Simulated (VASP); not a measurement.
The system is AlNi.

```
Ni Al
1.0
     2.33096   -1.41303    0.00000
     2.33096    1.41303    0.00000
    -1.37430    0.00000    3.93191
Ni Al
1 1
Cartesian
  1.6438 0.0000 1.9660
  0.0000 0.0000 0.0000
```

Base run:

| Property | Result |
| --- | --- |
| Program | VASP 6.6.1 |
| Functional | PBE |
| Potentials or basis | VASP PAW PBE potentials, release 64 (Ni, Al) |
| Cutoff | 520 eV |
| k mesh | 11 × 11 × 7 |
| Occupations | fermi-dirac, width 0.05 eV |
| Spin | collinear spin, ferromagnetic start |
| Starting moments | [1.0, 0.0] μB |

Its results: pressure -3.3 GPa; net moment 0.00 μB per cell.

Q: The run is repeated on the same cell with these changes: functional from PBE to LDA; potentials or basis from VASP PAW PBE potentials, release 64 (Ni, Al) to VASP PAW LDA potentials, release 64 (Ni, Al). What comes out?

A: Pressure -12.2 GPa; net moment 0.00 μB per cell.
